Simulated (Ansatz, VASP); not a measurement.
## Two plane-wave programs on Cr

File INCAR:

```
PREC = Accurate ; ENCUT = 600
EDIFF = 1E-6 ; ISMEAR = 0
SIGMA = 0.1 ; LREAL = F
LASPH = T ; NELM = 100
ALGO = Fast ; ISIF = 3
LWAVE = F ; LCHARG = F
GGA = PE ; IBRION = 2
NSW = 100 ; EDIFFG = -0.01
```

File KPOINTS:

```
Automatic mesh
0
Gamma
  18 18 18
```

Contents of POSCAR:

```
Cr
1.0
    0.0000000000      2.5469361536      2.5469361536
    2.5469361536      0.0000000000      2.5469361536
    2.5469361536      2.5469361536      0.0000000000
Cr
2
Direct
    0.0000000000      0.0000000000      0.0000000000
    0.2500000000      0.2500000000      0.2500000000
```

Input for Ansatz:

```yaml
crystal:
  lattice:
    - [0.0, 2.5469361536, 2.5469361536]
    - [2.5469361536, 0.0, 2.5469361536]
    - [2.5469361536, 2.5469361536, 0.0]
  atoms:
    - { symbol: Cr, position: [0.0, 0.0, 0.0] }
    - { symbol: Cr, position: [0.25, 0.25, 0.25] }
basis:
  ecutwfc: 420
kpoints:
  mp_grid: { grid: [18, 18, 18] }
hamiltonian:
  xc: pbe
scf:
  occupations: { method: gaussian, width: 0.1 }
output:
  forces: true
  stress: true
  eigenvalues: true
relax:
  adjacent_minimum: "off"
  f_tol: 0.01
  max_steps: 80
  cell: { stress_tol: 0.05 }
```

Alike in both runs: task relaxation of cell and atoms; functional PBE; k mesh 18 × 18 × 18; occupations gaussian, width 0.1 eV; no spin polarisation.

|  | VASP | Ansatz |
| --- | --- | --- |
| version | VASP 6.6.1 | Ansatz 0.2.0 |
| potentials or method | VASP PAW PBE potentials, release 64 (Cr_pv), cutoff 600 eV | scalar-relativistic, plane waves, PAW |
| valence electrons in the cell | 24 | 28 |

Ansatz gave:

```
gap on the k mesh at the Fermi level, each at its own relaxed structure (eV) : none
relaxed volume (Å³/atom)                                                     : 16.52
relaxed cell length with the largest relative difference (Å)                 : 3.602
```

Question: What did VASP give for the same quantities?

Answer: gap on the k mesh at the Fermi level, each at its own relaxed structure (eV): none; relaxed volume (Å³/atom): 16.56; relaxed cell length with the largest relative difference (Å): 3.605.

A gap of «none» marks a metal or a gap that the smearing closes. VASP's potentials hold 24 valence electrons a cell and Ansatz's 28, so a difference there can come from the potentials and not from the codes.
